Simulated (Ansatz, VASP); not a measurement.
**KI in VASP and in Ansatz**

```
K I
1.0
     3.74871    0.00000    0.00000
     0.00000    3.74871    0.00000
     0.00000    0.00000    5.62306
K I
1 1
Direct
  0.00000 0.00000 0.00000
  0.50000 0.50000 0.50000
```

Alike in both runs: task single point; functional PBE; k mesh 6 × 6 × 6; occupations gaussian, width 0.05 eV; no spin polarisation.

```csv
,VASP,Ansatz
version,VASP 6.6.1,Ansatz 0.2.0
potentials or method,"VASP PAW PBE potentials, release 64 (K_sv, I), cutoff 520 eV","scalar-relativistic, plane waves, PAW"
valence electrons in the cell,16,26
```

Ansatz gave:

| Item | Value |
| --- | --- |
| gap on the k mesh at the Fermi level (eV) | 0.27 |
| least direct gap on the mesh (eV) | 0.72 |
| pressure (GPa) | 1.5 |
| traceless stress, the component that is largest in VASP (GPa) | -9.25 |

Task: Which values does VASP return?

Result: gap on the k mesh at the Fermi level (eV): 0.27; least direct gap on the mesh (eV): 0.72; pressure (GPa): 1.5; traceless stress, the component that is largest in VASP (GPa): -9.24.

VASP's potentials hold 16 valence electrons a cell and Ansatz's 26, so a difference there can come from the potentials and not from the codes.

Spin-orbit coupling is off throughout.
